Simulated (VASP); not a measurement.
# Eu (I4/mmm) in VASP: a series of runs

The runs below take Eu through single point, with r2SCAN.

Everything below comes from runs of VASP 6.6.1. Logs are shortened: lines on timing, memory, paths and dates and some standing lists are left out, and cuts for length are marked.

## 1. The cell of the first run

Symmetry: I4/mmm, No. 139, tetragonal system. Conventional cell: a = 4.076 Å, b = 4.076 Å, c = 5.225 Å, α = 90.00°, β = 90.00°, γ = 90.00°. Eu (site symmetry 4/mmm) has 14 Eu at 3.89 to 5.22 Å within 5.3 Å.

## 2. Single point, r2SCAN, collinear spin, ferromagnetic start

POSCAR reads:

```
Eu
1.0
    0.0000000000      2.8822797667      2.6122504683
    2.8822797667      0.0000000000      2.6122504683
    2.8822797667      2.8822797667      0.0000000000
Eu
1
Direct
    0.0000000000      0.0000000000      0.0000000000
```

INCAR.step1 reads:

```
  PREC = Accurate
  ENCUT = 520
  ISMEAR = -1
  SIGMA = 0.1
  LREAL = F
  LASPH = T
  NELM = 150
  ISPIN = 2
  MAGMOM = 4.9
  LMAXMIX = 6
  NBANDS = 18
  GGA = PE
  ALGO = Normal
  EDIFF = 1E-4
  LWAVE = T
  LCHARG = F
```

INCAR.step2 reads:

```
  PREC = Accurate
  ENCUT = 520
  EDIFF = 1E-6
  ISMEAR = -1
  SIGMA = 0.1
  LREAL = F
  LASPH = T
  NELM = 150
  ALGO = Normal
  ISIF = 2
  LWAVE = F
  LCHARG = F
  ISPIN = 2
  MAGMOM = 4.9
  LORBIT = 11
  LMAXMIX = 6
  METAGGA = R2SCAN
  LMIXTAU = T
  NBANDS = 18
  ISTART = 1
```

KPOINTS reads:

```
Automatic mesh
0
Gamma
  11 11 11
```

Potentials or basis: VASP PAW PBE potentials, release 64 (Eu).

Started as:

```bash
$ cat potpaw_PBE.64/Eu/POTCAR > POTCAR
$ cp INCAR.step1 INCAR
$ mpirun -np 1 vasp_std > vasp.out
$ cp INCAR.step2 INCAR
$ mpirun -np 1 vasp_std > vasp.out
```

OUTCAR:

```text
PREC = Accurate
   ENCUT = 520
   EDIFF = 1E-6
   ISMEAR = -1
   LREAL = F
   LASPH = T
   NELM = 150
   ISIF = 2
   ISPIN = 2
   LORBIT = 11
   METAGGA = R2SCAN
   ISTART = 1

 ion  position               nearest neighbor table
   1  0.000  0.000  0.000-

  LATTYP: Found a body centered tetragonal cell.
 ALAT       =     4.0761591366
 C/A-ratio  =     1.2817215328

  Lattice vectors:

 A1 = (   0.0000000000,  -2.8822797667,  -2.6122504683)
 A2 = (   0.0000000000,   2.8822797667,  -2.6122504683)
 A3 = (   2.8822797667,   0.0000000000,   2.6122504683)

Analysis of symmetry for initial positions (statically):
=====================================================================
 Subroutine PRICEL returns:
 Original cell was already a primitive cell.

 Routine SETGRP: Setting up the symmetry group for a
 body centered tetragonal supercell.

 Subroutine GETGRP returns: Found 16 space group operations
 (whereof 16 operations were pure point group operations)
 out of a pool of 16 trial point group operations.

The static configuration has the point symmetry D_4h.

Analysis of symmetry for dynamics (positions and initial velocities):
=====================================================================
 Subroutine PRICEL returns:
 Original cell was already a primitive cell.

 Routine SETGRP: Setting up the symmetry group for a
 body centered tetragonal supercell.

 Subroutine GETGRP returns: Found 16 space group operations
 (whereof 16 operations were pure point group operations)
 out of a pool of 16 trial point group operations.

The dynamic configuration has the point symmetry D_4h.

Analysis of structural, dynamic, and magnetic symmetry:
=====================================================================
 Subroutine PRICEL returns:
 Original cell was already a primitive cell.

 Routine SETGRP: Setting up the symmetry group for a
 body centered tetragonal supercell.

 Subroutine GETGRP returns: Found 16 space group operations
 (whereof 16 operations were pure point group operations)
 out of a pool of 16 trial point group operations.

The overall configuration has the point symmetry D_4h.

 Subroutine INISYM returns: Found 16 space group operations
 (whereof 16 operations are pure point group operations),
 and found     1 'primitive' translations

----------------------------------------------------------------------------------------

                                     Primitive cell

  volume of cell :      43.4027

  direct lattice vectors                    reciprocal lattice vectors
     0.000000000  2.882279767  2.612250468    -0.173473792  0.173473792  0.191405842
     2.882279767  0.000000000  2.612250468     0.173473792 -0.173473792  0.191405842
     2.882279767  2.882279767  0.000000000     0.173473792  0.173473792 -0.191405842

  length of vectors
     3.889908632  3.889908632  4.076159137     0.311163155  0.311163155  0.311163155

  position of ions in fractional coordinates (direct lattice)
     0.000000000  0.000000000  0.000000000

  ion indices of the primitive-cell ions
   primitive index   ion index
                 1           1

----------------------------------------------------------------------------------------

 KPOINTS: Automatic mesh

Automatic generation of k-mesh.
 Grid dimensions read from file:
 generate k-points for:   11   11   11

 Generating k-lattice:

  Cartesian coordinates                     Fractional coordinates (reciprocal lattice)
    -0.015770345  0.015770345  0.017400531     0.090909091 -0.000000000  0.000000000
     0.015770345 -0.015770345  0.017400531    -0.000000000  0.090909091  0.000000000
     0.015770345  0.015770345 -0.017400531     0.000000000  0.000000000  0.090909091

  Length of vectors
     0.028287560  0.028287560  0.028287560

  Shift w.r.t. Gamma in fractional coordinates (k-lattice)
     0.000000000  0.000000000  0.000000000

 Subroutine IBZKPT returns following result:
 ===========================================

 Found    126 irreducible k-points:

 Following reciprocal coordinates:
            Coordinates               Weight
  0.000000  0.000000  0.000000      1.000000
  0.090909  0.000000  0.000000      8.000000
  0.181818  0.000000  0.000000      8.000000
  0.272727  0.000000  0.000000      8.000000
  0.363636  0.000000  0.000000      8.000000
  0.454545  0.000000  0.000000      8.000000
[... 16 lines left out ...]
 -0.272727  0.181818  0.000000      8.000000
 -0.181818  0.181818  0.000000      4.000000
 [... further k-points ...]
   k-points           NKPTS =    126   k-points in BZ     NKDIM =    126   number of bands    NBANDS=     18
   number of dos      NEDOS =    301   number of ions     NIONS =      1
   total plane-waves  NPLWV =  27000
   dimension x,y,z NGX =    30 NGY =   30 NGZ =   30
   dimension x,y,z NGXF=    60 NGYF=   60 NGZF=   60
   ions per type =               1
   NGX,Y,Z   is equivalent  to a cutoff of  12.82, 12.82, 12.24 a.u.
   NGXF,Y,Z  is equivalent  to a cutoff of  25.64, 25.64, 24.47 a.u.
 SYSTEM =  unknown system
   PREC   = accura    normal or accurate (medium, high low for compatibility)
   ISTART =      1    job   : 0-new  1-cont  2-samecut
   ICHARG =      0    charge: 1-file 2-atom 10-const
   ISPIN  =      2    spin polarized calculation?
   LNONCOLLINEAR =      F non collinear calculations
   LSORBIT =      F    spin-orbit coupling
   LASPH  =      T    aspherical Exc in radial PAW
   ENCUT  =  520.0 eV  38.22 Ry    6.18 a.u.   7.23  7.23  7.58*2*pi/ulx,y,z
   NELM   =    150;   NELMIN=  2; NELMDL=  0     # of ELM steps
   EDIFF  = 0.1E-05   stopping-criterion for ELM
   LREAL  =      F    real-space projection
   EDIFFG = 0.1E-04   stopping-criterion for IOM
   NSW    =      0    number of steps for IOM
   IBRION =     -1    ionic relax: 0-MD 1-quasi-New 2-CG
   NFREE  =      0    steps in history (QN), initial steepest desc. (CG)
   ISIF   =      2    stress and relaxation
   ISYM   =      2    0-nonsym 1-usesym 2-fastsym
   POTIM  = 0.5000    time-step for ionic-motion
   TEBEG  =    0.0;   TEEND  =   0.0 temperature during run
   PSTRESS=    0.0 pullay stress
   NELECT =      17.0000    total number of electrons
   NUPDOWN=      -1.0000    fix difference up-down
   EMIN   =  10.00;   EMAX   =-10.00  energy-range for DOS
   EFERMI =   0.00;   METHOD = LEGACY
   ISMEAR =    -1;   SIGMA  =   0.10  broadening in eV -4-tet -1-fermi 0-gaus
   EFERMI_NEDOS =   21; number of points for ismear=-14 and -15
   IALGO  =     38    algorithm
   IMIX   =      4    mixing-type and parameters
     AMIX     =   0.40;   BMIX     =  1.00
     AMIX_MAG =   1.60;   BMIX_MAG =  1.00
  volume/ion in A,a.u.               =      43.40       292.90
  Fermi-wavevector in a.u.,A,eV,Ry     =   1.197803  2.263520 19.520719  1.434732
  Thomas-Fermi vector in A             =   2.333709
   LORBIT       =     11    0 simple, 1 ext, 2 COOP (PROOUT), +10 PAW based schemes
   METAGGA = R2SCAN    functional components
   LHFCALC =     F    Hartree Fock is set to
   AEXX    =    0.0000 exact exchange contribution
   IVDW    =     0    specifies the selected vdW correction
   LEPSILON=     F    determine dielectric tensor
   LRPA    =     F    only Hartree local field effects (RPA)
 spin polarized calculation
  energy-cutoff  :      520.00
  volume of cell :       43.40
 maximum number of plane-waves:      1189
 NGX is ok and might be reduce to    30
   NGX = 15   NGY = 15   NGZ = 15

 number of electron      17.0000001 magnetization       7.8550150

 Free energy of the ion-electron system (eV)
  ---------------------------------------------------
  ext. energy  EPLUGINS =         0.00000000
  ---------------------------------------------------
  free energy    TOTEN  =       -39.70591083 eV

  energy without entropy =      -39.63992244  energy(sigma->0) =      -39.67291663

 E-fermi :   1.9465     XC(G=0):  -9.1463

 val. band max:        1.9459955134   @ k =   0.4545   0.2727   0.0000
 cond. band min:       1.9525597329   @ k =  -0.2727   0.3636   0.0909
 fundamental gap:      0.0065642196
 Fermi energy:         1.9464985589

 spin component 1

 k-point     1 :       0.0000    0.0000    0.0000
  band No.  band energies     occupation
      1     -41.1933      1.00000
      2     -19.1583      1.00000
      3     -19.1582      1.00000
      4     -19.1582      1.00000
      5      -2.9338      1.00000
      6       1.2728      0.99882
[... 10 lines left out ...]
     17       6.1771      0.00000
     18      10.1993      0.00000

 k-point     2 :       0.0909    0.0000    0.0000
  band No.  band energies     occupation
      1     -41.1909      1.00000
      2     -19.1934      1.00000
      3     -19.1648      1.00000
      4     -19.1605      1.00000
      5      -2.7497      1.00000
      6       1.2713      0.99883
[... 10 lines left out ...]
     17       6.0498      0.00000
     18      10.6198      0.00000
[... 442 lines left out ...]
 k-point    24 :      -0.1818    0.1818    0.0000
  band No.  band energies     occupation
      1     -41.1738      1.00000
      2     -19.3593      1.00000
      3     -19.2595      1.00000
      4     -19.2030      1.00000
      5      -1.2875      1.00000
      6       1.2734      0.99881
[... 10 lines left out ...]
     17       6.6771      0.00000
     18      11.5125      0.00000

 [... further k-points ...]

 spin component 2

 k-point     1 :       0.0000    0.0000    0.0000
  band No.  band energies     occupation
      1     -37.4130      1.00000
      2     -16.4079      1.00000
      3     -16.4067      1.00000
      4     -16.4067      1.00000
      5      -1.1118      1.00000
      6       5.1773      0.00000
[... 10 lines left out ...]
     17       8.0296      0.00000
     18      12.7516      0.00000

 k-point     2 :       0.0909    0.0000    0.0000
  band No.  band energies     occupation
      1     -37.4098      1.00000
      2     -16.4500      1.00000
      3     -16.4147      1.00000
      4     -16.4099      1.00000
      5      -0.9232      1.00000
      6       5.0296      0.00000
[... 10 lines left out ...]
     17       8.0417      0.00000
     18      13.0594      0.00000
[... 442 lines left out ...]
 k-point    24 :      -0.1818    0.1818    0.0000
  band No.  band energies     occupation
      1     -37.3879      1.00000
      2     -16.6459      1.00000
      3     -16.5308      1.00000
      4     -16.4610      1.00000
      5       0.5511      1.00000
      6       4.2921      0.00000
[... 10 lines left out ...]
     17       8.5271      0.00000
     18      13.2809      0.00000

 [... further k-points ...]

------------------------ aborting loop because EDIFF is reached ----------------------------------------

  FORCE on cell =-STRESS in cart. coord.  units (eV):
  Direction    XX          YY          ZZ          XY          YZ          ZX
  --------------------------------------------------------------------------------------
  -------------------------------------------------------------------------------------
  Total       -0.2093167     -0.2093167     -0.0674608      0.0000000      0.0000000     -0.0000000
  in kB       -7.7267609     -7.7267609     -2.4902605      0.0000000      0.0000000     -0.0000000
  external PRESSURE =      -5.9812608 kB  Pullay stress =       0.0000000 kB

 VOLUME and BASIS-vectors are now :
 -----------------------------------------------------------------------------
  energy-cutoff  :      520.00
  volume of cell :       43.40
      direct lattice vectors                 reciprocal lattice vectors
     0.000000000  2.882279767  2.612250468    -0.173473792  0.173473792  0.191405842
     2.882279767  0.000000000  2.612250468     0.173473792 -0.173473792  0.191405842
     2.882279767  2.882279767  0.000000000     0.173473792  0.173473792 -0.191405842

 POSITION                                       TOTAL-FORCE (eV/Angst)
 -----------------------------------------------------------------------------------
      0.00000      0.00000      0.00000        -0.000000      0.000000      0.000000
 -----------------------------------------------------------------------------------
    total drift:                               -0.000000     -0.000000      0.000000

  FREE ENERGIE OF THE ION-ELECTRON SYSTEM (eV)
  ---------------------------------------------------
  free  energy   TOTEN  =       -39.7059108310 eV

  energy  without entropy=      -39.6399224380  energy(sigma->0) =      -39.67291663

 total charge

# of ion       s       p       d       f       tot
--------------------------------------------------
    1        2.080   5.759   0.301   6.653  14.792

 magnetization (x)

# of ion       s       p       d       f       tot
--------------------------------------------------
    1       -0.004  -0.148   0.226   6.652   6.726
```

Wall time 9 min (1 thread of Intel Xeon 6975P-C (Granite Rapids), shared host); peak memory 0.33 GiB.

Results:

* Free energy: -39.7059 eV
* Pressure: -0.6 GPa
* Net moment: 7.86 μB per cell
* Site moments: Eu +6.73 μB
* Valence electrons inside the program's atomic spheres: Eu 14.79

Levels at points of the mesh, in eV from the Fermi level:
Spin up:
```csv
k point,band 10,band 11,band 12,band 13,band 14,band 15
"(0.00, 0.00, 0.00)",-0.56,-0.56,-0.56,1.75,1.75,2.29
```
Spin down:
| k point | band 1 | band 2 | band 3 | band 4 | band 5 | band 6 | band 7 | band 8 | band 9 | band 10 |
| --- | --- | --- | --- | --- | --- | --- | --- | --- | --- | --- |
| (0.00, 0.00, 0.00) | -39.36 | -18.35 | -18.35 | -18.35 | -3.06 | 3.23 | 3.23 | 3.92 | 4.83 | 5.13 |

Caveat: the PAW data sets were made with another functional, which shifts forces and pressure a little; spin-orbit coupling is left out, which moves the levels of the heavy elements; semilocal functionals describe open f shells poorly, which spoils levels, moments and volumes. The state reached can hang on the start; a lower one may exist.

## 3. Single point, r2SCAN, collinear spin, ferromagnetic start

POSCAR reads:

```
Eu
1.0
    0.0000000000      2.9287681500      2.5299800454
    2.9287681500      0.0000000000      2.5299800454
    2.9287681500      2.9287681500      0.0000000000
Eu
1
Direct
    0.0000000000      0.0000000000      0.0000000000
```

INCAR.step1 reads:

```
SYSTEM = Eu
PREC     = Accurate       ! precision mode
ENCUT    = 520            ! plane-wave cutoff, eV
ISMEAR   = -1             ! smearing method
SIGMA    = 0.1            ! smearing width, eV
LREAL    = .False.        ! projectors in reciprocal space
LASPH    = .True.         ! aspherical terms in the spheres
NELM     = 150            ! most SCF steps
ISPIN    = 2              ! spin polarisation
MAGMOM   = 4.9            ! initial moments
LMAXMIX  = 6              ! l up to which the mixer works
NBANDS   = 18             ! bands
GGA      = PE             ! functional
ALGO     = Normal         ! electronic algorithm
EDIFF    = 1E-4           ! SCF threshold, eV
LWAVE    = .True.         ! write WAVECAR
LCHARG   = .False.        ! write CHGCAR
```

INCAR.step2 reads:

```
SYSTEM = Eu
PREC     = Accurate       ! precision mode
ENCUT    = 520            ! plane-wave cutoff, eV
EDIFF    = 1E-7           ! SCF threshold, eV
ISMEAR   = -1             ! smearing method
SIGMA    = 0.1            ! smearing width, eV
LREAL    = .False.        ! projectors in reciprocal space
LASPH    = .True.         ! aspherical terms in the spheres
NELM     = 150            ! most SCF steps
ALGO     = Normal         ! electronic algorithm
ISIF     = 2              ! what is computed and relaxed
LWAVE    = .False.        ! write WAVECAR
LCHARG   = .False.        ! write CHGCAR
ISPIN    = 2              ! spin polarisation
MAGMOM   = 4.9            ! initial moments
LORBIT   = 11             ! projections on sites
LMAXMIX  = 6              ! l up to which the mixer works
METAGGA  = R2SCAN         ! meta-GGA
LMIXTAU  = .True.       
NBANDS   = 18             ! bands
ISTART   = 1
```

KPOINTS reads:

```
Automatic mesh
0
Gamma
  11 11 11
  0 0 0
```

Potentials or basis: VASP PAW PBE potentials, release 64 (Eu).

Started as:

```bash
$ cat potpaw_PBE.64/Eu/POTCAR > POTCAR
$ cp INCAR.step1 INCAR
$ mpirun -np 1 vasp_std > vasp.out
$ cp INCAR.step2 INCAR
$ mpirun -np 1 vasp_std > vasp.out
```

Wall time 10 min (1 thread of Intel Xeon 6975P-C (Granite Rapids), shared host); peak memory 0.34 GiB.

It converged, with:

| Item | Value |
| --- | --- |
| Free energy | -39.7009 eV |
| Pressure | -0.5 GPa |
| Net moment | 7.85 μB per cell |
| Site moments | Eu +6.72 μB |
| Valence electrons inside the program's atomic spheres | Eu 14.79 |

Stress tensor (GPa, compression positive):
```
-0.72  0.00  0.00
 0.00 -0.72  0.00
 0.00  0.00 -0.13
```

Levels at points of the mesh, in eV from the Fermi level:
Spin up:
| k point | band 10 | band 11 | band 12 | band 13 | band 14 | band 15 |
| --- | --- | --- | --- | --- | --- | --- |
| (0.00, 0.00, 0.00) | -0.57 | -0.57 | -0.55 | 1.72 | 1.72 | 2.50 |
Spin down:
| k point | band 3 | band 4 | band 5 | band 6 | band 7 | band 8 |
| --- | --- | --- | --- | --- | --- | --- |
| (0.00, 0.00, 0.00) | -18.37 | -18.37 | -3.07 | 3.17 | 3.17 | 4.16 |

Caveat: the PAW data sets were made with another functional, which shifts forces and pressure a little; spin-orbit coupling is left out, which moves the levels of the heavy elements; semilocal functionals describe open f shells poorly, which spoils levels, moments and volumes.
